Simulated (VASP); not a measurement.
# BN (R3m) in VASP: further runs

Runs on BN. Level: PBEsol. Tasks: relaxation of cell and atoms, single point.

All numbers are computed with VASP 6.6.1; they aren't measurements. Logs are shortened: lines on timing, memory, paths and dates and some standing lists are left out, and cuts for length are marked.

### Step 1. The cell of the first run

Symmetry: R3m, No. 160, trigonal system. The conventional cell has a = 2.496 Å, b = 2.496 Å, c = 10.411 Å, α = 90.00°, β = 90.00°, γ = 120.00°. B (site symmetry 3m) has 3 N at 1.44 Å within 1.9 Å. N (site symmetry 3m) has 3 B at 1.44 Å within 1.9 Å.

### Step 2. Relaxation of cell and atoms, PBEsol, target pressure 1 GPa, at which the enthalpy is minimised

The input, INCAR:

```
SYSTEM = BN
ALGO = Normal ; EDIFF = 1E-7
EDIFFG = -0.008 ; ENCUT = 600
GGA = PS ; IBRION = 2
ISIF = 3 ; ISMEAR = 0
LASPH = .TRUE. ; LCHARG = .FALSE.
LREAL = .FALSE. ; LWAVE = .FALSE.
NELM = 100 ; NSW = 70
PREC = Accurate ; PSTRESS = 10.0
SIGMA = 0.02
```

The input, KPOINTS:

```
k-points
0
G
  12 12 12
  0 0 0
```

The input, POSCAR:

```
BN
1.0
    1.2480513995      0.7205628114      3.4702792866
   -1.2480513995      0.7205628114      3.4702792866
    0.0000000000     -1.4411256229      3.4702792866
B N
1 1
Direct
    0.9996236947      0.9996236947      0.9996236947
    0.3328093053      0.3328093053      0.3328093053
```

Potentials or basis: VASP PAW PBE potentials, release 64 (B, N).

Run with:

```
cat potpaw_PBE.64/B/POTCAR potpaw_PBE.64/N/POTCAR > POTCAR
mpirun -np 1 vasp_std > vasp.out
```

OUTCAR:

```text
SYSTEM = BN
   EDIFF = 1E-7
   EDIFFG = -0.008
   ENCUT = 600
   GGA = PS
   IBRION = 2
   ISIF = 3
   ISMEAR = 0
   LASPH = .TRUE.
   LREAL = .FALSE.
   NELM = 100
   NSW = 70
   PREC = Accurate
   PSTRESS = 10.0

 ion  position               nearest neighbor table
   1  1.000  1.000  1.000-   2 1.44   2 1.44   2 1.44
   2  0.333  0.333  0.333-   1 1.44   1 1.44   1 1.44

  LATTYP: Found a trigonal (rhomboedric) cell.
 ALAT       =     3.7576164504
 COS(alpha) =     0.7793672176

  Lattice vectors:

 A1 = (   1.2480513995,   0.7205628114,   3.4702792866)
 A2 = (  -1.2480513995,   0.7205628114,   3.4702792866)
 A3 = (   0.0000000000,  -1.4411256229,   3.4702792866)

Analysis of symmetry for initial positions (statically):
=====================================================================
 Subroutine PRICEL returns:
 Original cell was already a primitive cell.

 Routine SETGRP: Setting up the symmetry group for a
 trigonal (rhombohedral) supercell.

 Subroutine GETGRP returns: Found  6 space group operations
 (whereof  6 operations were pure point group operations)
 out of a pool of 12 trial point group operations.

The static configuration has the point symmetry C_3v.

Analysis of symmetry for dynamics (positions and initial velocities):
=====================================================================
 Subroutine PRICEL returns:
 Original cell was already a primitive cell.

 Routine SETGRP: Setting up the symmetry group for a
 trigonal (rhombohedral) supercell.

 Subroutine GETGRP returns: Found  6 space group operations
 (whereof  6 operations were pure point group operations)
 out of a pool of 12 trial point group operations.

The dynamic configuration has the point symmetry C_3v.

 Subroutine INISYM returns: Found  6 space group operations
 (whereof  6 operations are pure point group operations),
 and found     1 'primitive' translations

----------------------------------------------------------------------------------------

                                     Primitive cell

  volume of cell :      18.7249

  direct lattice vectors                    reciprocal lattice vectors
     1.248051399  0.720562811  3.470279287     0.400624526  0.231300678  0.096053748
    -1.248051399  0.720562811  3.470279287    -0.400624526  0.231300678  0.096053748
[... 97 lines left out ...]
   NUPDOWN=      -1.0000    fix difference up-down
   EMIN   =  10.00;   EMAX   =-10.00  energy-range for DOS
   EFERMI =   0.00;   METHOD = LEGACY
   ISMEAR =     0;   SIGMA  =   0.02  broadening in eV -4-tet -1-fermi 0-gaus
   EFERMI_NEDOS =   21; number of points for ismear=-14 and -15
   IALGO  =     38    algorithm
   IMIX   =      4    mixing-type and parameters
     AMIX     =   0.40;   BMIX     =  1.00
     AMIX_MAG =   1.60;   BMIX_MAG =  1.00
  volume/ion in A,a.u.               =       9.36        63.18
  Fermi-wavevector in a.u.,A,eV,Ry     =   1.233005  2.330042 20.684954  1.520301
  Thomas-Fermi vector in A             =   2.367753
   LORBIT       =      0    0 simple, 1 ext, 2 COOP (PROOUT), +10 PAW based schemes
   GGA     = PS    functional components
   LHFCALC =     F    Hartree Fock is set to
   AEXX    =    0.0000 exact exchange contribution
   IVDW    =     0    specifies the selected vdW correction
   LEPSILON=     F    determine dielectric tensor
   LRPA    =     F    only Hartree local field effects (RPA)
 conjugate gradient relaxation of ions
 non-spin polarized calculation
 Gauss-broadening in eV      SIGMA  =   0.02
  energy-cutoff  :      600.00
  volume of cell :       18.72
 maximum number of plane-waves:       640
   NGX = 15   NGY = 15   NGZ = 15

--------------------------------------- Ionic step        1  -------------------------------------------

 number of electron       8.0000001 magnetization

 Free energy of the ion-electron system (eV)
  ---------------------------------------------------
  ext. energy  EPLUGINS =         0.00000000
  ---------------------------------------------------
  free energy    TOTEN  =       -18.28736044 eV

  energy without entropy =      -18.28736044  energy(sigma->0) =      -18.28736044

------------------------ aborting loop because EDIFF is reached ----------------------------------------

  FORCE on cell =-STRESS in cart. coord.  units (eV):
  Direction    XX          YY          ZZ          XY          YZ          ZX
  --------------------------------------------------------------------------------------
  -------------------------------------------------------------------------------------
  Total        0.4332323      0.4332323     -0.0213413      0.0000000      0.0000000      0.0000000
  in kB       37.0690477     37.0690477     -1.8260450      0.0000000      0.0000000      0.0000000
  external PRESSURE =      14.1040168 kB  Pullay stress =      10.0000000 kB
[... 253 lines left out ...]
--------------------------------------- Ionic step        8  -------------------------------------------

 number of electron       8.0000000 magnetization

 Free energy of the ion-electron system (eV)
  ---------------------------------------------------
  ext. energy  EPLUGINS =         0.00000000
  ---------------------------------------------------
  free energy    TOTEN  =       -18.28677851 eV

  energy without entropy =      -18.28677851  energy(sigma->0) =      -18.28677851

 E-fermi :   2.4691     XC(G=0): -10.4394

 val. band max:        2.3133005626   @ k =  -0.3333   0.2500   0.0000
 cond. band min:       6.4173268584   @ k =   0.5000   0.5000   0.0000
 fundamental gap:      4.1040262958
 Fermi energy:         2.4690775022

 k-point     1 :       0.0000    0.0000    0.0000
  band No.  band energies     occupation
      1     -15.4490      2.00000
      2      -1.6751      2.00000
      3       1.0675      2.00000
      4       1.0675      2.00000
      5       7.4980      0.00000
      6      13.9676      0.00000
      7      13.9676      0.00000
      8      15.4887      0.00000
[... 243 lines left out ...]
 k-point    24 :      -0.4167    0.1667   -0.0000
  band No.  band energies     occupation
      1     -11.9418      2.00000
      2      -6.3045      2.00000
      3      -3.0694      2.00000
      4       2.0368      2.00000
      5       7.4742      0.00000
      6      13.7649      0.00000
      7      15.8345      0.00000
      8      16.6822      0.00000

 [... further k-points ...]

------------------------ aborting loop because EDIFF is reached ----------------------------------------

  FORCE on cell =-STRESS in cart. coord.  units (eV):
  Direction    XX          YY          ZZ          XY          YZ          ZX
  --------------------------------------------------------------------------------------
  -------------------------------------------------------------------------------------
  Total        0.0974217      0.0974217      0.1045396      0.0000000     -0.0000000      0.0000000
  in kB        8.8281962      8.8281962      9.4732150      0.0000000     -0.0000000      0.0000000
  external PRESSURE =      -0.9567975 kB  Pullay stress =      10.0000000 kB
[... 21 lines left out ...]
  energy  without entropy=      -18.2867785116  energy(sigma->0) =      -18.28677851

  enthalpy is  TOTEN    =       -18.1764256521 eV   P V=        0.1103528595

 reached required accuracy - stopping structural energy minimisation
```

CONTCAR:

```text
BN
   1.00000000000000
     1.2514931355407279    0.7225498986263618    3.2587167036985032
    -1.2514931355407279    0.7225498986263618    3.2587167036985032
     0.0000000000000000   -1.4450997973520878    3.2587167036983136
  B               N
     1     1
Direct
     0.9996959842452071    0.9996959842452071    0.9996959842452072
     0.3327370157547943    0.3327370157547943    0.3327370157547944

  0.00000000E+00  0.00000000E+00  0.00000000E+00
  0.00000000E+00  0.00000000E+00  0.00000000E+00
```

It took 7.6 min on 1 thread of Intel Xeon 8259CL, shared host; peak memory 0.18 GiB.

Results:

| Property | Result |
| --- | --- |
| Free energy | -18.2868 eV |
| Relaxed volume | 8.84 Å³/atom |
| Relaxed cell | a = 3.565 Å, b = 3.565 Å, c = 3.565 Å, α = 41.11°, β = 41.11°, γ = 41.11° |
| Space group after relaxing (to 0.1 Å) | R3m (No. 160) |
| Energy change on relaxing (the run minimises the enthalpy) | +0.3 meV/atom |
| Ionic steps | 8 |
| Pressure after relaxing | 0.9 GPa |
| Largest force after relaxing | 0.006 eV/Å |
| Band gap on the k mesh | 4.10 eV (least direct gap 4.64 eV) |

Forces on the atoms (eV/Å):
```
B    0.000  0.000  0.006
N    0.000  0.000 -0.006
```

Step by step:
```tsv
step	energy change (eV)	largest force (eV/Å)	pressure (GPa)	volume (Å³)
1	0.0000	0.0004	2.41	18.72
2	0.0004	0.0018	-2.82	18.95
3	-0.0015	0.0009	0.44	18.81
4	-0.0015	0.0008	0.46	18.75
5	-0.0016	0.0007	0.51	18.57
6	-0.0014	0.0016	0.63	18.21
7	0.0019	0.0093	1.03	17.49
8	0.0006	0.0065	0.90	17.68
```

Final structure:
```
B N
1.0
     1.25149    0.72255    3.25872
    -1.25149    0.72255    3.25872
     0.00000   -1.44510    3.25872
B N
1 1
Direct
  0.99970 0.99970 0.99970
  0.33274 0.33274 0.33274
```

Caveat: the cell is relaxed towards a set pressure, so the run minimises the enthalpy, not the energy; the PAW data sets were made with another functional, which shifts forces and pressure a little.

### Step 3. Single point, PBEsol

This run uses another cell than the first one: it holds 4 atoms, not 2.

The input, INCAR:

```
SYSTEM = BN
  PREC = Accurate
  ENCUT = 520
  EDIFF = 1E-7
  ISMEAR = 0
  SIGMA = 0.05
  LREAL = .False.
  LASPH = .True.
  NELM = 60
  ALGO = Normal
  ISIF = 2
  LWAVE = .False.
  LCHARG = .True.
  GGA = PS
  LELF = .True.
  LVHAR = .True.
  ISYM = 0
  NBANDS = 16
```

The input, KPOINTS:

```
regular mesh
0
Gamma
  12 12 10
  0 0 0
```

The input, POSCAR:

```
BN
1.0
    1.2520973351     -2.1686962004      0.0000000000
    2.5041946702      0.0000000000      0.0000000000
    1.2520973351     -0.7228987335      6.9630584905
B N
2 2
Direct
    0.5001881527      0.5001881527      0.4994355420
    0.0001881527      0.0001881527      0.9994355420
    0.8335953473      0.8335953473      0.4992139580
    0.3335953473      0.3335953473      0.9992139580
```

Potentials or basis: VASP PAW PBE potentials, release 64 (B, N).

Run with:

```
cat potpaw_PBE.64/B/POTCAR potpaw_PBE.64/N/POTCAR > POTCAR
mpirun -np 1 vasp_std > vasp.out
```

OUTCAR:

```text
SYSTEM = BN
   PREC = Accurate
   ENCUT = 520
   EDIFF = 1E-7
   ISMEAR = 0
   LREAL = .False.
   LASPH = .True.
   NELM = 60
   ISIF = 2
   GGA = PS
   ISYM = 0

 ion  position               nearest neighbor table
   1  0.500  0.500  0.499-   3 1.45   3 1.45   3 1.45
   2  0.000  0.000  0.999-   4 1.45   4 1.45   4 1.45
   3  0.834  0.834  0.499-   1 1.45   1 1.45   1 1.45
   4  0.334  0.334  0.999-   2 1.45   2 1.45   2 1.45

IMPORTANT INFORMATION: All symmetrisations will be switched off!
NOSYMM: (Re-)initialisation of all symmetry stuff for point group C_1.

----------------------------------------------------------------------------------------

                                     Primitive cell

  volume of cell :      37.8152

  direct lattice vectors                    reciprocal lattice vectors
     1.252097335 -2.168696200  0.000000000     0.000000000 -0.461106539 -0.047871684
     2.504194670  0.000000000  0.000000000     0.399329977  0.230553270 -0.047871684
     1.252097335 -0.722898734  6.963058490     0.000000000  0.000000000  0.143615051

  length of vectors
[... 160 lines left out ...]
 fundamental gap:      4.2339439899
 Fermi energy:         2.1204904372

 k-point     1 :       0.0000    0.0000    0.0000
  band No.  band energies     occupation
      1     -15.9015      2.00000
      2     -15.6932      2.00000
      3      -4.2730      2.00000
      4      -2.5617      2.00000
      5       0.5116      2.00000
      6       0.5116      2.00000
[... 433 lines left out ...]
      3      -3.6814      2.00000
      4      -3.6712      2.00000
      5      -2.1002      2.00000
      6      -2.0719      2.00000
[... 8 lines left out ...]
     15      16.1817      0.00000
     16      16.6212      0.00000

 [... further k-points ...]

------------------------ aborting loop because EDIFF is reached ----------------------------------------

  FORCE on cell =-STRESS in cart. coord.  units (eV):
  Direction    XX          YY          ZZ          XY          YZ          ZX
  --------------------------------------------------------------------------------------
  -------------------------------------------------------------------------------------
  Total        0.1159793      0.1160982     -0.0222563      0.0001035      0.0000230     -0.0000397
  in kB        4.9138748      4.9189145     -0.9429666      0.0043836      0.0009746     -0.0016833
  external PRESSURE =       2.9632742 kB  Pullay stress =       0.0000000 kB

 VOLUME and BASIS-vectors are now :
 -----------------------------------------------------------------------------
  energy-cutoff  :      520.00
  volume of cell :       37.82
      direct lattice vectors                 reciprocal lattice vectors
     1.252097335 -2.168696200  0.000000000     0.000000000 -0.461106539 -0.047871684
     2.504194670  0.000000000  0.000000000     0.399329977  0.230553270 -0.047871684
     1.252097335 -0.722898734  6.963058490     0.000000000  0.000000000  0.143615051

 POSITION                                       TOTAL-FORCE (eV/Angst)
 -----------------------------------------------------------------------------------
      2.50419     -1.44580      3.47760         0.000017     -0.000010     -0.000050
      1.25210     -0.72290      6.95913         0.000017     -0.000010     -0.000050
      3.75629     -2.16870      3.47606        -0.000018      0.000010      0.000049
      2.50419     -1.44580      6.95759        -0.000017      0.000010      0.000051
 -----------------------------------------------------------------------------------
    total drift:                               -0.000085      0.000049     -0.000132

  FREE ENERGIE OF THE ION-ELECTRON SYSTEM (eV)
  ---------------------------------------------------
  free  energy   TOTEN  =       -36.5713970624 eV

  energy  without entropy=      -36.5713970624  energy(sigma->0) =      -36.57139706
```

stdout:

```text
POSCAR found type information on POSCAR B N
 POSCAR found :  2 types and       4 ions
 scaLAPACK will be used
 -----------------------------------------------------------------------------
|                                                                             |
|                                                                             |
[... 21 lines left out ...]
|     Results are often still useful ...                                      |
|                                                                             |
 -----------------------------------------------------------------------------

 POSCAR, INCAR and KPOINTS ok, starting setup
 FFT: planning ... GRIDC
 FFT: planning ... GRID_SOFT
 FFT: planning ... GRID
 WAVECAR not read
 entering main loop
```

It took 8.7 min on 1 thread of Intel Xeon 8259CL, shared host; peak memory 0.45 GiB.

What came out:

| Quantity | Value |
| --- | --- |
| Free energy | -36.5714 eV |
| Pressure | 0.3 GPa |
| Band gap on the k mesh | 4.23 eV |

Stress tensor (GPa, compression positive):
```
 0.49  0.00  0.00
 0.00  0.49  0.00
 0.00  0.00 -0.09
```

Caveat: the PAW data sets were made with another functional, which shifts forces and pressure a little; this functional lacks dispersion, which binds the layers, so the pressure and a relaxed spacing across them are unreliable.
